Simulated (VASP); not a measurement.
# B3Se2 (R-3m) in VASP: a series of runs, part 2 of 2

VASP 6.6.1.

### Step 3. Relaxation of cell and atoms, PBE

This run uses another cell than the first one, of 14.54 Å³/atom.

Input file INCAR:

```
PREC = Accurate
ENCUT = 600
EDIFF = 1E-6
ISMEAR = 0
SIGMA = 0.1
LREAL = F
LASPH = T
NELM = 100
ALGO = Normal
ISIF = 3
LWAVE = F
LCHARG = F
GGA = PE
IBRION = 2
NSW = 90
EDIFFG = -0.04
```

Input file KPOINTS:

```
Automatic mesh
0
Gamma
  6 6 6
```

Input file POSCAR:

```
B3Se2
1.0
    1.6542531438      0.9550834979      7.6683024508
   -1.6542531438      0.9550834979      7.6683024508
    0.0000000000     -1.9101669957      7.6683024508
B Se
3 2
Direct
    0.0000000000      0.0000000000      0.0000000000
    0.2095000000      0.2095000000      0.2095000000
    0.7905000000      0.7905000000      0.7905000000
    0.4000000000      0.4000000000      0.4000000000
    0.6000000000      0.6000000000      0.6000000000
```

Potentials or basis: VASP PAW PBE potentials, release 64 (B, Se).

The run is started by

```bash
$ cat potpaw_PBE.64/B/POTCAR potpaw_PBE.64/Se/POTCAR > POTCAR
$ mpirun -np 1 vasp_std > vasp.out
```

OUTCAR:

```text
PREC = Accurate
   ENCUT = 600
   EDIFF = 1E-6
   ISMEAR = 0
   LREAL = F
   LASPH = T
   NELM = 100
   ISIF = 3
   GGA = PE
   IBRION = 2
   NSW = 90
   EDIFFG = -0.04

 ion  position               nearest neighbor table
   1  0.000  0.000  0.000-   5 2.45   4 2.45   5 2.45   5 2.45   4 2.45   4 2.45
   2  0.209  0.209  0.209-   5 2.32   5 2.32   5 2.32
   3  0.791  0.791  0.791-   4 2.32   4 2.32   4 2.32
   4  0.400  0.400  0.400-   3 2.32   3 2.32   3 2.32   1 2.45   1 2.45   1 2.45
   5  0.600  0.600  0.600-   2 2.32   2 2.32   2 2.32   1 2.45   1 2.45   1 2.45

  LATTYP: Found a trigonal (rhomboedric) cell.
 ALAT       =     7.9026324999
 COS(alpha) =     0.9123624232

  Lattice vectors:

 A1 = (   1.6542531438,   0.9550834979,   7.6683024508)
 A2 = (  -1.6542531438,   0.9550834979,   7.6683024508)
 A3 = (   0.0000000000,  -1.9101669957,   7.6683024508)

Analysis of symmetry for initial positions (statically):
=====================================================================
 Subroutine PRICEL returns:
 Original cell was already a primitive cell.

 Routine SETGRP: Setting up the symmetry group for a
 trigonal (rhombohedral) supercell.

 Subroutine GETGRP returns: Found 12 space group operations
 (whereof 12 operations were pure point group operations)
 out of a pool of 12 trial point group operations.

[... 367 lines left out ...]

 Free energy of the ion-electron system (eV)
  ---------------------------------------------------
  ext. energy  EPLUGINS =         0.00000000
  ---------------------------------------------------
  free energy    TOTEN  =       -23.06469166 eV

  energy without entropy =      -23.05846975  energy(sigma->0) =      -23.06158070

 E-fermi :   5.6400     XC(G=0): -10.8961

 val. band max:        5.5669448385   @ k =  -0.3333  -0.3333   0.1667
 cond. band min:       5.7088382505   @ k =  -0.3333   0.1667   0.1667
 fundamental gap:      0.1418934120
 Fermi energy:         5.6400424669

 k-point     1 :       0.0000    0.0000    0.0000
  band No.  band energies     occupation
      1     -11.4655      2.00000
      2      -9.4104      2.00000
      3      -5.0473      2.00000
      4      -0.4706      2.00000
      5       0.9058      2.00000
      6       5.3055      2.00000
      7       5.3055      2.00000
      8       6.4240      0.00000
      9       6.4240      0.00000
     10       6.8205      0.00000
     11       6.8205      0.00000
     12       7.1802      0.00000
     13       9.8761      0.00000
     14       9.8761      0.00000
[... 377 lines left out ...]
      1      -8.4672      2.00000
      2      -7.3685      2.00000
      3      -2.8574      2.00000
      4      -1.9106      2.00000
      5      -0.7860      2.00000
      6       0.3968      2.00000
      7       0.8514      2.00000
      8       1.5375      2.00000
      9       2.6113      2.00000
     10       3.3917      2.00000
     11       4.9617      2.00000
     12       6.6598      0.00000
     13       8.8353      0.00000
     14       9.6014      0.00000

 [... further k-points ...]

------------------------ aborting loop because EDIFF is reached ----------------------------------------

  FORCE on cell =-STRESS in cart. coord.  units (eV):
  Direction    XX          YY          ZZ          XY          YZ          ZX
  --------------------------------------------------------------------------------------
  -------------------------------------------------------------------------------------
  Total       -0.0655671     -0.0655671      0.1183883      0.0000000      0.0000000      0.0000000
  in kB       -1.6312502     -1.6312502      2.9453957      0.0000000      0.0000000      0.0000000
  external PRESSURE =      -0.1057016 kB  Pullay stress =       0.0000000 kB
[... 20 lines left out ...]
  FREE ENERGIE OF THE ION-ELECTRON SYSTEM (eV)
  ---------------------------------------------------
  free  energy   TOTEN  =       -23.0646916563 eV

  energy  without entropy=      -23.0584697478  energy(sigma->0) =      -23.06158070

 reached required accuracy - stopping structural energy minimisation
```

OSZICAR:

```text
N       E                     dE             d eps       ncg     rms          rms(c)
DAV:   1     0.847187509176E+02    0.84719E+02   -0.99907E+03   896   0.145E+03
[... 242 lines left out ...]
       N       E                     dE             d eps       ncg     rms          rms(c)
DAV:   1    -0.230653997004E+02   -0.18726E-02   -0.13086E-01   896   0.257E+00    0.165E-01
DAV:   2    -0.230648796590E+02    0.52004E-03   -0.47612E-03  1162   0.457E-01    0.830E-02
DAV:   3    -0.230647257031E+02    0.15396E-03   -0.38259E-04  1034   0.130E-01    0.418E-02
DAV:   4    -0.230646901825E+02    0.35521E-04   -0.16015E-04  1064   0.816E-02    0.130E-02
DAV:   5    -0.230646913463E+02   -0.11638E-05   -0.75958E-06  1094   0.204E-02    0.603E-03
DAV:   6    -0.230646916563E+02   -0.31006E-06   -0.58658E-07   526   0.667E-03
  27 F= -.23064692E+02 E0= -.23061581E+02  d E =-.386649E-02
```

CONTCAR:

```text
B3Se2
   1.00000000000000
     1.5529272448125642    0.8965829628449672    7.7087293525129796
    -1.5529272448125642    0.8965829628449672    7.7087293525129796
    -0.0000000000000000   -1.7931659255950885    7.7087293525130454
  B               Se
     3     2
Direct
     0.0000000000000000    0.0000000000000000    0.0000000000000000
     0.1669377543255060    0.1669377543255060    0.1669377543255285
     0.8330622456744941    0.8330622456744941    0.8330622456744714
     0.3916019781105289    0.3916019781105289    0.3916019781105402
     0.6083980218894710    0.6083980218894710    0.6083980218894598

  0.00000000E+00  0.00000000E+00  0.00000000E+00
  0.00000000E+00  0.00000000E+00  0.00000000E+00
  0.00000000E+00  0.00000000E+00  0.00000000E+00
  0.00000000E+00  0.00000000E+00  0.00000000E+00
  0.00000000E+00  0.00000000E+00  0.00000000E+00
```

Run time: 25 min. Hardware: 1 thread of Intel Xeon 6975P-C (Granite Rapids), shared host; peak memory 0.65 GiB.

Results:

| Item | Value |
| --- | --- |
| Free energy | -23.0647 eV |
| Relaxed volume | 12.88 Å³/atom |
| Relaxed cell | a = 7.915 Å, b = 7.915 Å, c = 7.915 Å, α = 22.63°, β = 22.63°, γ = 22.63° |
| Space group after relaxing (to 0.1 Å) | R-3m (No. 166) |
| Energy gained by relaxing | 627.5 meV/atom |
| Ionic steps | 27 |
| Pressure after relaxing | 0.0 GPa |
| Largest force after relaxing | 0.040 eV/Å |
| Band gap on the k mesh | zero (an odd number of electrons rules out a gap without spin polarisation) |

Forces on the atoms (eV/Å):
```
B    0.000  0.000  0.000
B    0.000  0.000 -0.040
B    0.000  0.000  0.040
Se   0.000  0.000 -0.022
Se   0.000  0.000  0.022
```

Step by step:
```
step  energy change (eV)  largest force (eV/Å)  pressure (GPa)  volume (Å³)
   1              0.0000                1.0241          -10.40        72.69
   2             -0.7750                0.7640           -0.46        63.07
   3             -0.8082                0.9966            2.81        61.22
   4             -0.9682                0.9538           -0.22        61.81
   5             -1.0073                0.8603           -2.29        62.32
   6             -1.1420                0.7965           -2.33        61.23
   7             -1.3770                2.1376            0.76        58.04
   8             -1.4937                2.2377            1.17        57.63
   9             -1.8322                2.5619            4.18        56.41
  10             -2.1155                2.4383           13.87        53.97
  11             -2.3249                1.7340           10.41        55.32
  12             -2.3671                1.3342            8.26        56.20
  13             -2.5248                1.2229            5.37        57.43
  14             -2.8063                1.1978           -2.37        61.23
  15             -2.8250                1.1677           -4.76        62.62
  16             -2.9432                0.6615           -2.36        61.88
  17             -2.9786                0.4372           -0.11        61.27
  18             -2.9793                0.4879            0.29        61.17
  19             -3.0157                0.4147            0.84        61.25
  20             -3.0860                0.3391            2.51        61.42
  21             -3.0899                0.3908            3.12        61.46
  22             -3.1130                0.3773            1.45        62.66
  23             -3.1204                0.3658            0.06        63.77
  24             -3.1313                0.1968            0.15        63.93
  25             -3.1336                0.1378            0.22        64.04
  26             -3.1363                0.0584            0.11        64.21
  27             -3.1375                0.0396           -0.01        64.40
```

Final structure:
```cif
data_structure
_symmetry_space_group_name_H-M 'P 1'
_symmetry_Int_Tables_number 1
_cell_length_a 7.9145
_cell_length_b 7.9145
_cell_length_c 7.9145
_cell_angle_alpha 22.631
_cell_angle_beta 22.631
_cell_angle_gamma 22.631
_cell_volume 64.40
loop_
_atom_site_label
_atom_site_type_symbol
_atom_site_fract_x
_atom_site_fract_y
_atom_site_fract_z
_atom_site_occupancy
B1 B 0.00000 0.00000 0.00000 1
B2 B 0.16694 0.16694 0.16694 1
B3 B 0.83306 0.83306 0.83306 1
Se1 Se 0.39160 0.39160 0.39160 1
Se2 Se 0.60840 0.60840 0.60840 1
```

Caveat: the k points lie up to 0.39 Å⁻¹ apart in the final cell, too coarse for converged energies and pressures of a metal; an odd number of electrons without spin polarisation forces a metal; a magnetic or distorted state may lie lower.

### Step 4. Single point, PBE

This run uses another cell than the first one, of 12.99 Å³/atom.

Input file INCAR:

```
ALGO = Normal
EDIFF = 1E-6
ENCUT = 520
GGA = PE
ISIF = 2
ISMEAR = 0
LASPH = True
LCHARG = False
LREAL = False
LWAVE = False
NBANDS = 18
NELM = 60
PREC = Accurate
SIGMA = 0.1
```

Input file KPOINTS:

```
k-points
0
Gamma
  12 12 12
```

Input file POSCAR:

```
B3Se2
1.0
    1.5523884248      0.8962718750      7.7779920523
   -1.5523884248      0.8962718750      7.7779920523
    0.0000000000     -1.7925437499      7.7779920523
B Se
3 2
Direct
    0.0000000000      0.0000000000      0.0000000000
    0.1667164791      0.1667164791      0.1667164791
    0.8332835209      0.8332835209      0.8332835209
    0.3910988170      0.3910988170      0.3910988170
    0.6089011830      0.6089011830      0.6089011830
```

The run is started by

```bash
$ cat potpaw_PBE.64/B/POTCAR potpaw_PBE.64/Se/POTCAR > POTCAR
$ mpirun -np 1 vasp_std > vasp.out
```

Run time: 9 min. Hardware: 1 thread of Intel Xeon 6975P-C (Granite Rapids), shared host; peak memory 0.59 GiB.

It converged, with:

- Free energy: -23.0168 eV
- Pressure: 0.1 GPa
- Largest force: 0.022 eV/Å
- Band gap on the k mesh: zero (an odd number of electrons rules out a gap without spin polarisation)

Forces in eV/Å, atoms in the order of the input:
```
B    0.000  0.000  0.000
B    0.000  0.000  0.000
B    0.000  0.000  0.000
Se   0.000  0.000  0.022
Se   0.000  0.000 -0.022
```

Levels at points of the mesh, in eV from the Fermi level:
| k point | band 7 | band 8 | band 9 | band 10 | band 11 | band 12 | band 13 | band 14 | band 15 | band 16 |
| --- | --- | --- | --- | --- | --- | --- | --- | --- | --- | --- |
| (0.00, 0.00, 0.00) | -0.23 | 0.91 | 0.91 | 1.25 | 1.25 | 1.48 | 4.35 | 4.35 | 5.03 | 5.16 |
| (0.50, 0.00, 0.00) | -3.27 | -3.15 | -1.89 | -1.30 | 0.24 | 0.29 | 0.70 | 4.44 | 4.67 | 5.50 |
| (0.50, 0.50, 0.00) | -3.98 | -3.31 | -1.92 | -0.95 | -0.19 | 0.20 | 2.44 | 3.12 | 4.02 | 5.66 |
| (0.50, 0.50, 0.50) | -0.23 | -0.23 | 0.89 | 0.89 | 1.25 | 1.25 | 4.43 | 4.43 | 4.94 | 5.53 |

Caveat: an odd number of electrons without spin polarisation forces a metal; a magnetic or distorted state may lie lower.

### Step 5. Relaxation of cell and atoms, PBE

Input file INCAR:

```
PREC = Accurate ; ENCUT = 600
EDIFF = 1E-6 ; ISMEAR = 0
SIGMA = 0.1 ; LREAL = F
LASPH = T ; NELM = 100
ALGO = Normal ; ISIF = 3
LWAVE = F ; LCHARG = F
GGA = PE ; IBRION = 2
NSW = 100 ; EDIFFG = -0.01
```

Input file KPOINTS:

```
Automatic mesh
0
Gamma
  12 12 12
```

Input file POSCAR:

```
B3Se2
1.0
    1.5520486931      0.8960757308      7.7567611852
   -1.5520486931      0.8960757308      7.7567611852
    0.0000000000     -1.7921514615      7.7567611852
B Se
3 2
Direct
    0.0000000000      0.0000000000      0.0000000000
    0.1667705096      0.1667705096      0.1667705096
    0.8332294904      0.8332294904      0.8332294904
    0.3912121357      0.3912121357      0.3912121357
    0.6087878643      0.6087878643      0.6087878643
```

The run is started by

```bash
$ cat potpaw_PBE.64/B/POTCAR potpaw_PBE.64/Se/POTCAR > POTCAR
$ mpirun -np 1 vasp_std > vasp.out
```

Wall time 19 min (1 thread of Intel Xeon 6975P-C (Granite Rapids), shared host); peak memory 0.75 GiB.

It converged, with:

* Free energy: -23.0189 eV
* Relaxed volume: 12.97 Å³/atom
* Relaxed cell: a = 7.969 Å, b = 7.969 Å, c = 7.969 Å, α = 22.47°, β = 22.47°, γ = 22.47°
* Space group after relaxing (to 0.1 Å): R-3m (No. 166)
* Energy gained by relaxing: 0.0 meV/atom
* Ionic steps: 3
* Pressure after relaxing: 0.0 GPa
* Largest force after relaxing: 0.009 eV/Å
* Band gap on the k mesh: zero (an odd number of electrons rules out a gap without spin polarisation)

Forces on the atoms (eV/Å):
```
B    0.000  0.000  0.000
B    0.000  0.000 -0.009
B    0.000  0.000  0.009
Se   0.000  0.000 -0.005
Se   0.000  0.000  0.005
```

Stress tensor (GPa, compression positive):
```
-0.04  0.00  0.00
 0.00 -0.04  0.00
 0.00  0.00  0.06
```

The path:
| step | energy change (eV) | largest force (eV/Å) | pressure (GPa) | volume (Å³) |
| --- | --- | --- | --- | --- |
| 1 | 0.0000 | 0.0344 | 0.27 | 64.73 |
| 2 | -0.0001 | 0.0264 | -0.15 | 64.93 |
| 3 | -0.0002 | 0.0088 | 0.00 | 64.86 |

Final structure:
```
CELL_PARAMETERS angstrom
1.55287 0.89655 7.76444
-1.55287 0.89655 7.76444
0.00000 -1.79310 7.76444
ATOMIC_POSITIONS crystal
B 0.00000 0.00000 0.00000
B 0.16675 0.16675 0.16675
B 0.83325 0.83325 0.83325
Se 0.39126 0.39126 0.39126
Se 0.60874 0.60874 0.60874
```

Levels at points of the mesh, in eV from the Fermi level:
```
           k point  band 7  band 8  band 9  band 10  band 11  band 12  band 13  band 14
(0.00, 0.00, 0.00)   -0.23    0.91    0.91     1.25     1.25     1.51     4.35     4.35
(0.50, 0.00, 0.00)   -3.26   -3.13   -1.89    -1.31     0.25     0.28     0.71     4.45
(0.50, 0.50, 0.00)   -3.98   -3.30   -1.92    -0.95    -0.19     0.21     2.45     3.12
(0.50, 0.50, 0.50)   -0.22   -0.22    0.89     0.89     1.25     1.25     4.42     4.42
```

Caveat: an odd number of electrons without spin polarisation forces a metal; a magnetic or distorted state may lie lower.

### Step 6. Overview

| task | cell | k mesh | cutoff (eV) | gap on the mesh (eV) | pressure (GPa) | relaxed volume (Å³/atom) | largest force (eV/Å) |
| --- | --- | --- | --- | --- | --- | --- | --- |
| single point | a = 7.961 Å, angles 22.5°, 5 atoms, atomic positions A | 6 × 6 × 6 | 520 | none | 0.0 | - | - |
| relaxation of cell and atoms | relaxed from a = 7.903 Å, angles 24.2°, 5 atoms, atomic positions B | 6 × 6 × 6 | 600 | none | 0.0 | 12.88 | 0.04 |
| single point | a = 7.982 Å, angles 22.4°, 5 atoms, atomic positions C | 12 × 12 × 12 | 520 | none | 0.1 | - | 0.02 |
| relaxation of cell and atoms | relaxed from a = 7.961 Å, angles 22.5°, 5 atoms, atomic positions A | 12 × 12 × 12 | 600 | none | 0.0 | 12.97 | 0.01 |

Alike in all rows: level PBE; potentials or basis VASP PAW PBE potentials, release 64 (B, Se); no spin polarisation; smearing gaussian 0.1 eV.

Caveats: some runs use coarse meshes; an odd number of electrons without spin polarisation forces a metal; a magnetic or distorted state may lie lower.

Absolute energies hang on the potentials; compare differences alone.

The gap in the log of VASP goes by the Fermi energy; the results here count the filled bands.